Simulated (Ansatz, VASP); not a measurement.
**Zn16TeS15 in VASP and in Ansatz**

```
CELL_PARAMETERS angstrom
7.62200 0.00000 0.00000
-3.81100 6.60085 0.00000
0.00000 0.00000 12.46800
ATOMIC_POSITIONS crystal
Zn 0.16667 0.33333 0.98178
Zn 0.16667 0.33333 0.50131
Zn 0.16832 0.83416 0.00256
Zn 0.16347 0.83173 0.50501
Zn 0.66584 0.33168 0.00256
Zn 0.66827 0.33653 0.50501
Zn 0.66584 0.83416 0.00256
Zn 0.66827 0.83173 0.50501
Zn 0.34470 0.15530 0.25990
Zn 0.33440 0.16560 0.74904
Zn 0.34470 0.68940 0.25990
Zn 0.33440 0.66880 0.74904
Zn 0.81060 0.15530 0.25990
Zn 0.83120 0.16560 0.74904
Zn 0.83333 0.66667 0.25260
Zn 0.83333 0.66667 0.75639
Te 0.16667 0.33333 0.18641
S 0.16667 0.33333 0.68901
S 0.16616 0.83308 0.18979
S 0.16328 0.83164 0.69057
S 0.66692 0.33384 0.18979
S 0.66836 0.33672 0.69057
S 0.66692 0.83308 0.18979
S 0.66836 0.83164 0.69057
S 0.33516 0.16484 0.44499
S 0.33627 0.16373 0.93488
S 0.33516 0.67031 0.44499
S 0.33627 0.67255 0.93488
S 0.82969 0.16484 0.44499
S 0.82745 0.16373 0.93488
S 0.83333 0.66667 0.43947
S 0.83333 0.66667 0.94279
```

Alike in both runs: functional PBE; k mesh 3 × 3 × 2; occupations fermi-dirac, width 0.01 eV; no spin polarisation.

Ansatz relaxed the structure, and its values are those at the end. VASP's run is a single point on that final structure, the one shown.

```csv
,VASP,Ansatz
version,VASP 6.6.1,Ansatz 0.2.0
potentials or method,"VASP PAW PBE potentials, release 64 (Zn, Te, S)","plane-wave PAW, scalar-relativistic"
plane-wave cutoff (eV),520,420
valence electrons in the cell,288,298
```

Ansatz gave:

```
gap on the k mesh at the Fermi level (eV) : 1.82
pressure (GPa)                            : 4.2
rms of the force components (eV/Å)        : 0.005
```

Task: What did VASP give for the same quantities?

Result: gap on the k mesh at the Fermi level (eV): 1.82; pressure (GPa): 4.4; rms of the force components (eV/Å): 0.005.

With one functional, cell and mesh, what is left measures potentials, basis and numerics. VASP's potentials hold 288 valence electrons a cell and Ansatz's 298, so a difference there can come from the potentials and not from the codes. Ansatz's warnings: stress scf threshold loose.

Spin-orbit coupling is off throughout.
